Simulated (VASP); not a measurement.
# Mn (Pm-3m) in VASP: single point with LDA

Aim: the single point of Mn with LDA.

Everything below comes from runs of VASP 6.6.1. Logs are shortened: lines on timing, memory, paths and dates and some standing lists are left out, and cuts for length are marked.

### Step 1. The cell of the first run

The structure is cubic, space group Pm-3m (No. 221). Conventional cell: a = 2.199 Å, b = 2.199 Å, c = 2.199 Å, α = 90.00°, β = 90.00°, γ = 90.00°. Within 2.9 Å of Mn (site symmetry m-3m) lie 6 Mn at 2.20 Å.

This isn't the form of Mn at room conditions, which is a 58-atom cubic cell.

### Step 2. Single point, LDA, collinear spin, ferromagnetic start (10.63 Å³/atom)

INCAR reads:

```
SYSTEM = Mn
  PREC = Accurate
  ENCUT = 680
  EDIFF = 1E-6
  ISMEAR = -1
  SIGMA = 0.05
  LREAL = .False.
  LASPH = .True.
  NELM = 200
  ALGO = Normal
  ISIF = 2
  LWAVE = .False.
  LCHARG = .False.
  ISPIN = 2
  MAGMOM = 3
  LORBIT = 11
  LMAXMIX = 4
  NBANDS = 18
  GGA_COMPAT = .False.
```

KPOINTS reads:

```
Automatic mesh
0
Gamma
  16 16 16
  0 0 0
```

POSCAR reads:

```
Mn
1.0
    2.1985287853      0.0000000000      0.0000000000
    0.0000000000      2.1985287853      0.0000000000
    0.0000000000      0.0000000000      2.1985287853
Mn
1
Direct
    0.0000000000      0.0000000000      0.0000000000
```

Potentials or basis: VASP PAW LDA potentials, release 64 (Mn_sv).

Run with:

```sh
$ cat potpaw_LDA.64/Mn_sv/POTCAR > POTCAR
$ mpirun -np 1 vasp_std > vasp.out
```

OUTCAR:

```text
SYSTEM = Mn
   PREC = Accurate
   ENCUT = 680
   EDIFF = 1E-6
   ISMEAR = -1
   LREAL = .False.
   LASPH = .True.
   NELM = 200
   ISIF = 2
   ISPIN = 2
   LORBIT = 11

 ion  position               nearest neighbor table
   1  0.000  0.000  0.000-

  LATTYP: Found a simple cubic cell.
 ALAT       =     2.1985287853

  Lattice vectors:

 A1 = (   2.1985287853,   0.0000000000,   0.0000000000)
 A2 = (   0.0000000000,   2.1985287853,   0.0000000000)
 A3 = (   0.0000000000,   0.0000000000,   2.1985287853)

Analysis of symmetry for initial positions (statically):
=====================================================================
 Subroutine PRICEL returns:
 Original cell was already a primitive cell.

 Routine SETGRP: Setting up the symmetry group for a
 simple cubic supercell.

 Subroutine GETGRP returns: Found 48 space group operations
 (whereof 48 operations were pure point group operations)
 out of a pool of 48 trial point group operations.

The static configuration has the point symmetry O_h .

Analysis of symmetry for dynamics (positions and initial velocities):
=====================================================================
 Subroutine PRICEL returns:
 Original cell was already a primitive cell.

 Routine SETGRP: Setting up the symmetry group for a
 simple cubic supercell.

 Subroutine GETGRP returns: Found 48 space group operations
 (whereof 48 operations were pure point group operations)
 out of a pool of 48 trial point group operations.

The dynamic configuration has the point symmetry O_h .

Analysis of structural, dynamic, and magnetic symmetry:
=====================================================================
 Subroutine PRICEL returns:
 Original cell was already a primitive cell.

 Routine SETGRP: Setting up the symmetry group for a
 simple cubic supercell.

 Subroutine GETGRP returns: Found 48 space group operations
 (whereof 48 operations were pure point group operations)
 out of a pool of 48 trial point group operations.

The overall configuration has the point symmetry O_h .

 Subroutine INISYM returns: Found 48 space group operations
 (whereof 48 operations are pure point group operations),
 and found     1 'primitive' translations

----------------------------------------------------------------------------------------

                                     Primitive cell

  volume of cell :      10.6267

[... 98 lines left out ...]
   NUPDOWN=      -1.0000    fix difference up-down
   EMIN   =  10.00;   EMAX   =-10.00  energy-range for DOS
   EFERMI =   0.00;   METHOD = LEGACY
   ISMEAR =    -1;   SIGMA  =   0.05  broadening in eV -4-tet -1-fermi 0-gaus
   EFERMI_NEDOS =   21; number of points for ismear=-14 and -15
   IALGO  =     38    algorithm
   IMIX   =      4    mixing-type and parameters
     AMIX     =   0.40;   BMIX     =  1.00
     AMIX_MAG =   1.60;   BMIX_MAG =  1.00
  volume/ion in A,a.u.               =      10.63        71.71
  Fermi-wavevector in a.u.,A,eV,Ry     =   1.836425  3.470339 45.885039  3.372455
  Thomas-Fermi vector in A             =   2.889618
   LORBIT       =     11    0 simple, 1 ext, 2 COOP (PROOUT), +10 PAW based schemes
   GGA     = CA    functional components
   LHFCALC =     F    Hartree Fock is set to
   AEXX    =    0.0000 exact exchange contribution
   IVDW    =     0    specifies the selected vdW correction
   LEPSILON=     F    determine dielectric tensor
   LRPA    =     F    only Hartree local field effects (RPA)
 spin polarized calculation
  energy-cutoff  :      680.00
  volume of cell :       10.63
 maximum number of plane-waves:       449
 NGX is ok and might be reduce to    20
   NGX =  9   NGY =  9   NGZ =  9

 number of electron      15.0000012 magnetization       0.0002892

 Free energy of the ion-electron system (eV)
  ---------------------------------------------------
  ext. energy  EPLUGINS =         0.00000000
  ---------------------------------------------------
  free energy    TOTEN  =        -9.28556105 eV

  energy without entropy =       -9.27152100  energy(sigma->0) =       -9.27854102

 E-fermi :  14.1401     XC(G=0): -14.4256

 val. band max:       14.1368624869   @ k =   0.5000   0.2500   0.0000
 cond. band min:      14.1496932422   @ k =   0.4375   0.4375   0.0625
 fundamental gap:      0.0128307553
 Fermi energy:        14.1401056465

 spin component 1

 k-point     1 :       0.0000    0.0000    0.0000
  band No.  band energies     occupation
      1     -64.5611      1.00000
      2     -33.0711      1.00000
      3     -33.0711      1.00000
      4     -33.0711      1.00000
      5       5.6567      1.00000
      6       9.8737      1.00000
[... 493 lines left out ...]
     17      50.0992      0.00000
     18      50.2337      0.00000

 [... further k-points ...]

 spin component 2

 k-point     1 :       0.0000    0.0000    0.0000
  band No.  band energies     occupation
      1     -64.5608      1.00000
      2     -33.0708      1.00000
      3     -33.0708      1.00000
      4     -33.0708      1.00000
      5       5.6568      1.00000
      6       9.8738      1.00000
[... 493 lines left out ...]
     17      50.0993      0.00000
     18      50.2338      0.00000

 [... further k-points ...]

------------------------ aborting loop because EDIFF is reached ----------------------------------------

  FORCE on cell =-STRESS in cart. coord.  units (eV):
  Direction    XX          YY          ZZ          XY          YZ          ZX
  --------------------------------------------------------------------------------------
  -------------------------------------------------------------------------------------
  Total        0.6970873      0.6970873      0.6970873      0.0000000      0.0000000      0.0000000
  in kB      105.0996488    105.0996488    105.0996488      0.0000000      0.0000000      0.0000000
  external PRESSURE =     105.0996488 kB  Pullay stress =       0.0000000 kB

 VOLUME and BASIS-vectors are now :
 -----------------------------------------------------------------------------
  energy-cutoff  :      680.00
  volume of cell :       10.63
      direct lattice vectors                 reciprocal lattice vectors
     2.198528785  0.000000000  0.000000000     0.454849628  0.000000000  0.000000000
     0.000000000  2.198528785  0.000000000     0.000000000  0.454849628  0.000000000
     0.000000000  0.000000000  2.198528785     0.000000000  0.000000000  0.454849628

 POSITION                                       TOTAL-FORCE (eV/Angst)
 -----------------------------------------------------------------------------------
      0.00000      0.00000      0.00000         0.000000      0.000000      0.000000
 -----------------------------------------------------------------------------------
    total drift:                               -0.000000      0.000000     -0.000000

  FREE ENERGIE OF THE ION-ELECTRON SYSTEM (eV)
  ---------------------------------------------------
  free  energy   TOTEN  =        -9.2855610510 eV

  energy  without entropy=       -9.2715209959  energy(sigma->0) =       -9.27854102

 total charge

# of ion       s       p       d       tot
------------------------------------------
    1        2.280   6.066   4.919  13.264

 magnetization (x)

# of ion       s       p       d       tot
------------------------------------------
    1       -0.000   0.000   0.000   0.000
```

OSZICAR:

```text
N       E                     dE             d eps       ncg     rms          rms(c)
DAV:   1     0.207863237005E+03    0.20786E+03   -0.94833E+03 12984   0.150E+03
DAV:   2     0.581829126698E+00   -0.20728E+03   -0.19120E+03 11982   0.411E+02
DAV:   3    -0.862829278182E+01   -0.92101E+01   -0.89482E+01 14794   0.106E+02
DAV:   4    -0.926542609388E+01   -0.63713E+00   -0.63199E+00 16924   0.223E+01
DAV:   5    -0.927620892946E+01   -0.10783E-01   -0.10780E-01 14806   0.289E+00    0.179E+01
DAV:   6    -0.921984424321E+01    0.56365E-01   -0.14717E+00 14032   0.388E+01    0.590E+00
DAV:   7    -0.926293887242E+01   -0.43095E-01   -0.11856E-01 17600   0.839E+00    0.313E+00
DAV:   8    -0.927544803156E+01   -0.12509E-01   -0.52005E-03 20712   0.122E+00    0.139E+00
DAV:   9    -0.928487833641E+01   -0.94303E-02   -0.81761E-03 19070   0.133E+00    0.315E-01
DAV:  10    -0.928548065698E+01   -0.60232E-03   -0.47599E-04 17974   0.432E-01    0.144E-01
DAV:  11    -0.928552189770E+01   -0.41241E-04   -0.81436E-05 17506   0.209E-01    0.519E-02
DAV:  12    -0.928555540592E+01   -0.33508E-04   -0.19989E-05 15752   0.614E-02    0.219E-02
DAV:  13    -0.928555908326E+01   -0.36773E-05   -0.17153E-06 14378   0.170E-02    0.130E-02
DAV:  14    -0.928556087538E+01   -0.17921E-05   -0.52104E-07  8546   0.166E-02    0.395E-03
DAV:  15    -0.928556105104E+01   -0.17567E-06   -0.30514E-07  8256   0.680E-03
   1 F= -.92855611E+01 E0= -.92785410E+01  d E =-.140401E-01  mag=     0.0001
```

It took 50 s on 1 thread of AMD EPYC 9R45 (Zen 5), shared host; peak memory 0.14 GiB.

What came out:

```
Free energy                                           : -9.2856 eV
Pressure                                              : 10.5 GPa
Net moment                                            : 0.00 μB per cell
Valence electrons inside the program's atomic spheres : Mn 13.26
```

Caveat: the cell stands under pressure; the moments typed at the start vanished in this run.
